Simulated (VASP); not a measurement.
# ScSi2 (Cmmm) in VASP: a series of runs

ScSi2 is run at these levels: PBE; tasks: electric field gradients.

Program: VASP 6.6.1. These are calculated values, not measurements. Logs are shortened: lines on timing, memory, paths and dates and some standing lists are left out, and cuts for length are marked.

## Step 1: The cell of the first run

Symmetry: Cmmm, No. 65, orthorhombic system. Conventional cell: a = 3.660 Å, b = 6.339 Å, c = 3.870 Å, α = 90.00°, β = 90.00°, γ = 90.00°. Sc (site symmetry mmm) has 12 Si at 2.78 to 3.06 Å and 6 Sc at 3.66 Å within 3.7 Å. Within 2.1 Å of Si (site symmetry m2m) lie 1 Si at 1.61 Å.

## Step 2: Electric field gradients, PBE (shortest bond scaled by 0.76)

File INCAR:

```
ALGO = Normal ; EDIFF = 1E-8
ENCUT = 520 ; GGA = PE
ISIF = 2 ; ISMEAR = -1
LASPH = True ; LCHARG = False
LEFG = True ; LREAL = False
LWAVE = False ; NBANDS = 16
NELM = 100 ; PREC = Accurate
SIGMA = 0.05
```

File KPOINTS:

```
k-points
0
Gamma
  10 10 8
```

File POSCAR:

```
ScSi2
1.0
    3.6600000000      0.0000000000      0.0000000000
   -1.8300000000      3.1696529779      0.0000000000
    0.0000000000      0.0000000000      3.8700000000
Sc Si
1 2
Direct
    0.0000000000      0.0000000000      0.0000000000
    0.2533333333      0.6266666667      0.5000000000
    0.7466666667      0.3733333333      0.5000000000
```

Potentials or basis: VASP PAW PBE potentials, release 64 (Sc_sv, Si).

On the command line:

```
cat potpaw_PBE.64/Sc_sv/POTCAR potpaw_PBE.64/Si/POTCAR > POTCAR
mpirun -np 1 vasp_std > vasp.out
```

OUTCAR:

```text
EDIFF = 1E-8
   ENCUT = 520
   GGA = PE
   ISIF = 2
   ISMEAR = -1
   LASPH = True
   LREAL = False
   NELM = 100
   PREC = Accurate

 ion  position               nearest neighbor table
   1  0.000  0.000  0.000-   2 2.78   3 2.78   2 2.78   3 2.78   2 2.78   2 2.78   3 2.78   3 2.78
                             3 3.06   3 3.06   2 3.06   2 3.06
   2  0.253  0.627  0.500-   3 1.61   3 2.41   3 2.41   1 2.78   1 2.78   1 2.78   1 2.78   1 3.06
                             1 3.06
   3  0.747  0.373  0.500-   2 1.61   2 2.41   2 2.41   1 2.78   1 2.78   1 2.78   1 2.78   1 3.06
                             1 3.06

  LATTYP: Found a hexagonal cell.
 ALAT       =     3.6600000000
 C/A-ratio  =     1.0573770492

  Lattice vectors:

 A1 = (   3.6600000000,   0.0000000000,   0.0000000000)
 A2 = (  -1.8300000000,   3.1696529779,   0.0000000000)
 A3 = (   0.0000000000,   0.0000000000,   3.8700000000)

Analysis of symmetry for initial positions (statically):
=====================================================================
 Subroutine PRICEL returns:
 Original cell was already a primitive cell.

 Routine SETGRP: Setting up the symmetry group for a
 hexagonal supercell.

 Subroutine GETGRP returns: Found  8 space group operations
 (whereof  8 operations were pure point group operations)
 out of a pool of 24 trial point group operations.

The static configuration has the point symmetry D_2h.

Analysis of symmetry for dynamics (positions and initial velocities):
=====================================================================
 Subroutine PRICEL returns:
 Original cell was already a primitive cell.

 Routine SETGRP: Setting up the symmetry group for a
 hexagonal supercell.

 Subroutine GETGRP returns: Found  8 space group operations
 (whereof  8 operations were pure point group operations)
 out of a pool of 24 trial point group operations.

The dynamic configuration has the point symmetry D_2h.

 Subroutine INISYM returns: Found  8 space group operations
 (whereof  8 operations are pure point group operations),
 and found     1 'primitive' translations

----------------------------------------------------------------------------------------

                                     Primitive cell

  volume of cell :      44.8956

  direct lattice vectors                    reciprocal lattice vectors
     3.660000000  0.000000000  0.000000000     0.273224044  0.157745975  0.000000000
    -1.830000000  3.169652978  0.000000000     0.000000000  0.315491950  0.000000000
     0.000000000  0.000000000  3.870000000     0.000000000  0.000000000  0.258397933

  length of vectors
     3.660000000  3.660000000  3.870000000     0.315491950  0.315491950  0.258397933

  position of ions in fractional coordinates (direct lattice)
     0.000000000  0.000000000  0.000000000
     0.253333333  0.626666667  0.500000000
     0.746666667  0.373333333  0.500000000

  ion indices of the primitive-cell ions
   primitive index   ion index
                 1           1
                 2           2
                 3           3

----------------------------------------------------------------------------------------

 KPOINTS: k-points

Automatic generation of k-mesh.
 Grid dimensions read from file:
 generate k-points for:   10   10    8

 Generating k-lattice:

  Cartesian coordinates                     Fractional coordinates (reciprocal lattice)
     0.027322404  0.015774598  0.000000000     0.100000000  0.000000000  0.000000000
     0.000000000  0.031549195  0.000000000     0.000000000  0.100000000  0.000000000
     0.000000000  0.000000000  0.032299742     0.000000000  0.000000000  0.125000000

  Length of vectors
     0.031549195  0.031549195  0.032299742

  Shift w.r.t. Gamma in fractional coordinates (k-lattice)
     0.000000000  0.000000000  0.000000000

 Subroutine IBZKPT returns following result:
 ===========================================

 Found    155 irreducible k-points:

 Following reciprocal coordinates:
            Coordinates               Weight
  0.000000  0.000000  0.000000      1.000000
  0.100000 -0.000000  0.000000      2.000000
  0.000000  0.100000  0.000000      4.000000
  0.200000 -0.000000  0.000000      2.000000
  0.000000  0.200000  0.000000      4.000000
  0.300000 -0.000000  0.000000      2.000000
[... 16 lines left out ...]
  0.200000  0.200000  0.000000      4.000000
 -0.200000  0.400000  0.000000      2.000000
 [... further k-points ...]
   k-points           NKPTS =    155   k-points in BZ     NKDIM =    155   number of bands    NBANDS=     16
   number of dos      NEDOS =    301   number of ions     NIONS =      3
   total plane-waves  NPLWV =  23520
   dimension x,y,z NGX =    28 NGY =   28 NGZ =   30
   dimension x,y,z NGXF=    56 NGYF=   56 NGZF=   60
   ions per type =               1   2
   NGX,Y,Z   is equivalent  to a cutoff of  12.72, 12.72, 12.89 a.u.
   NGXF,Y,Z  is equivalent  to a cutoff of  25.44, 25.44, 25.77 a.u.
 SYSTEM =  unknown system
   PREC   = accura    normal or accurate (medium, high low for compatibility)
   ISTART =      0    job   : 0-new  1-cont  2-samecut
   ICHARG =      2    charge: 1-file 2-atom 10-const
   ISPIN  =      1    spin polarized calculation?
   LNONCOLLINEAR =      F non collinear calculations
   LSORBIT =      F    spin-orbit coupling
   LASPH  =      T    aspherical Exc in radial PAW
   ENCUT  =  520.0 eV  38.22 Ry    6.18 a.u.   6.81  6.81  7.20*2*pi/ulx,y,z
   NELM   =    100;   NELMIN=  2; NELMDL= -5     # of ELM steps
   EDIFF  = 0.1E-07   stopping-criterion for ELM
   LREAL  =      F    real-space projection
   EDIFFG = 0.1E-06   stopping-criterion for IOM
   NSW    =      0    number of steps for IOM
   IBRION =     -1    ionic relax: 0-MD 1-quasi-New 2-CG
   NFREE  =      0    steps in history (QN), initial steepest desc. (CG)
   ISIF   =      2    stress and relaxation
   ISYM   =      2    0-nonsym 1-usesym 2-fastsym
   POTIM  = 0.5000    time-step for ionic-motion
   TEBEG  =    0.0;   TEEND  =   0.0 temperature during run
   PSTRESS=    0.0 pullay stress
   NELECT =      19.0000    total number of electrons
   NUPDOWN=      -1.0000    fix difference up-down
   EMIN   =  10.00;   EMAX   =-10.00  energy-range for DOS
   EFERMI =   0.00;   METHOD = LEGACY
   ISMEAR =    -1;   SIGMA  =   0.05  broadening in eV -4-tet -1-fermi 0-gaus
   EFERMI_NEDOS =   21; number of points for ismear=-14 and -15
   IALGO  =     38    algorithm
   IMIX   =      4    mixing-type and parameters
     AMIX     =   0.40;   BMIX     =  1.00
     AMIX_MAG =   1.60;   BMIX_MAG =  1.00
  volume/ion in A,a.u.               =      14.97       100.99
  Fermi-wavevector in a.u.,A,eV,Ry     =   1.229112  2.322685 20.554542  1.510716
  Thomas-Fermi vector in A             =   2.364012
   LORBIT       =      0    0 simple, 1 ext, 2 COOP (PROOUT), +10 PAW based schemes
   GGA     = PE    functional components
   LHFCALC =     F    Hartree Fock is set to
   AEXX    =    0.0000 exact exchange contribution
   IVDW    =     0    specifies the selected vdW correction
   LEPSILON=     F    determine dielectric tensor
   LRPA    =     F    only Hartree local field effects (RPA)
 non-spin polarized calculation
  energy-cutoff  :      520.00
  volume of cell :       44.90
 maximum number of plane-waves:      1220
   NGX = 13   NGY = 13   NGZ = 15

 number of electron      19.0000000 magnetization

 Free energy of the ion-electron system (eV)
  ---------------------------------------------------
  ext. energy  EPLUGINS =         0.00000000
  ---------------------------------------------------
  free energy    TOTEN  =       -11.86962339 eV

  energy without entropy =      -11.85846414  energy(sigma->0) =      -11.86404376

 E-fermi :   9.1192     XC(G=0): -11.1845

 val. band max:        9.1187968504   @ k =  -0.4000   0.3000   0.2500
 cond. band min:       9.1233031643   @ k =  -0.3000   0.2000   0.1250
 fundamental gap:      0.0045063139
 Fermi energy:         9.1192252719

 k-point     1 :       0.0000    0.0000    0.0000
  band No.  band energies     occupation
      1     -40.5881      2.00000
      2     -19.3134      2.00000
      3     -19.2334      2.00000
      4     -19.1703      2.00000
      5      -4.7416      2.00000
      6       5.0095      2.00000
[... 8 lines left out ...]
     15      12.3423      0.00000
     16      12.4522      0.00000

 k-point     2 :       0.1000   -0.0000    0.0000
  band No.  band energies     occupation
      1     -40.5871      2.00000
      2     -19.3116      2.00000
      3     -19.2361      2.00000
      4     -19.1818      2.00000
      5      -4.6025      2.00000
      6       4.3873      2.00000
[... 8 lines left out ...]
     15      11.6894      0.00000
     16      12.6607      0.00000

 k-point     3 :       0.0000    0.1000    0.0000
  band No.  band energies     occupation
      1     -40.5871      2.00000
      2     -19.3114      2.00000
      3     -19.2442      2.00000
      4     -19.1749      2.00000
      5      -4.6037      2.00000
      6       4.6866      2.00000
[... 8 lines left out ...]
     15      11.7940      0.00000
     16      12.9041      0.00000

 k-point     4 :       0.2000   -0.0000    0.0000
  band No.  band energies     occupation
      1     -40.5846      2.00000
      2     -19.3070      2.00000
      3     -19.2431      2.00000
      4     -19.2116      2.00000
      5      -4.1933      2.00000
      6       3.0671      2.00000
[... 8 lines left out ...]
     15      12.4245      0.00000
     16      13.2898      0.00000
[... 324 lines left out ...]
 k-point    22 :       0.5000    0.4000    0.0000
  band No.  band energies     occupation
      1     -40.5775      2.00000
      2     -19.3457      2.00000
      3     -19.2926      2.00000
      4     -19.2153      2.00000
      5      -2.4459      2.00000
      6       0.4822      2.00000
[... 8 lines left out ...]
     15      12.6718      0.00000
     16      14.0875      0.00000

 k-point    23 :       0.2000    0.2000    0.0000
  band No.  band energies     occupation
      1     -40.5798      2.00000
      2     -19.2977      2.00000
      3     -19.2937      2.00000
      4     -19.2313      2.00000
      5      -3.1886      2.00000
      6       1.5108      2.00000
[... 8 lines left out ...]
     15      12.7931      0.00000
     16      13.8911      0.00000

 k-point    24 :      -0.2000    0.4000    0.0000
  band No.  band energies     occupation
      1     -40.5796      2.00000
      2     -19.3293      2.00000
      3     -19.2963      2.00000
      4     -19.2025      2.00000
      5      -3.2361      2.00000
      6       2.7277      2.00000
[... 8 lines left out ...]
     15      13.6672      0.00000
     16      14.0478      0.00000

 [... further k-points ...]
[... 5 lines left out ...]
  --------------------------------------------------------------------------------------
  -------------------------------------------------------------------------------------
  Total       35.8731023     13.8224470     -0.0367714     19.0964277      0.0000000      0.0000000
  in kB     1280.1938911    493.2780002     -1.3122498    681.4891522      0.0000000      0.0000000
  external PRESSURE =     590.7198805 kB  Pullay stress =       0.0000000 kB

 VOLUME and BASIS-vectors are now :
 -----------------------------------------------------------------------------
  energy-cutoff  :      520.00
  volume of cell :       44.90
      direct lattice vectors                 reciprocal lattice vectors
     3.660000000  0.000000000  0.000000000     0.273224044  0.157745975  0.000000000
    -1.830000000  3.169652978  0.000000000     0.000000000  0.315491950  0.000000000
     0.000000000  0.000000000  3.870000000     0.000000000  0.000000000  0.258397933

 POSITION                                       TOTAL-FORCE (eV/Angst)
 -----------------------------------------------------------------------------------
      0.00000      0.00000      0.00000         0.000000      0.000000      0.000000
     -0.21960      1.98632      1.93500        24.721859     14.273172      0.000000
      2.04960      1.18334      1.93500       -24.721859    -14.273172     -0.000000
 -----------------------------------------------------------------------------------
    total drift:                               -0.000000      0.000000     -0.000000

  FREE ENERGIE OF THE ION-ELECTRON SYSTEM (eV)
  ---------------------------------------------------
  free  energy   TOTEN  =       -11.8696233866 eV

  energy  without entropy=      -11.8584641417  energy(sigma->0) =      -11.86404376

 Electric field gradients (V/A^2)
---------------------------------------------------------------------
 ion       V_xx      V_yy      V_zz      V_xy      V_xz      V_yz
---------------------------------------------------------------------
   1       3.568    -1.415    -2.153     4.313    -0.000     0.000
   2     -40.770     8.426    32.344   -42.605     0.000    -0.000
   3     -40.770     8.426    32.344   -42.605     0.000    -0.000
---------------------------------------------------------------------

 Electric field gradients after diagonalization (V/A^2)
 (convention: |V_zz| > |V_xx| > |V_yy|)
----------------------------------------------------------------------
 ion       V_xx      V_yy      V_zz     asymmetry (V_yy - V_xx)/ V_zz
----------------------------------------------------------------------
   1      -3.905    -2.153     6.058       0.289
   2      33.024    32.344   -65.368       0.010
   3      33.024    32.344   -65.368       0.010
----------------------------------------------------------------------

           NMR quadrupolar parameters

 Cq : quadrupolar parameter    Cq=e*Q*V_zz/h
 eta: asymmetry parameters     (V_yy - V_xx)/ V_zz
 Q  : nuclear electric quadrupole moment in mb (millibarn)
----------------------------------------------------------------------
 ion       Cq(MHz)       eta       Q (mb)
----------------------------------------------------------------------
   1       0.015       0.289       1.000
   2      -0.158       0.010       1.000
   3      -0.158       0.010       1.000
----------------------------------------------------------------------
```

Run time: 57 s. Hardware: 1 thread of Intel Xeon 6975P-C (Granite Rapids), shared host; peak memory 0.24 GiB.

What came out:

```
Free energy   : -11.8696 eV
Pressure      : 59.1 GPa
Largest force : 28.546 eV/Å
```

Forces on the atoms (eV/Å):
```
Sc    0.000   0.000   0.000
Si   24.722  14.273   0.000
Si  -24.722 -14.273   0.000
```

Stress tensor (GPa, compression positive):
```
128.02  68.15   0.00
 68.15  49.33   0.00
  0.00   0.00  -0.13
```

Electric field gradients, principal values (V/Å²):
```csv
atom,least,middle,greatest (by size)
1 Sc,-2.153,-3.905,6.058
2 Si,32.344,33.024,-65.368
3 Si,32.344,33.024,-65.368
```

Caveat: the cell differs from its parent crystal (shortest bond scaled by 0.76); without QUAD_EFG the Cq values of the log hold for a quadrupole moment of 1 mb, not for the nuclei; forces of over 1 eV/Å act on the atoms, so gaps and moduli don't describe the material at rest.

[end of part 1 of 2]
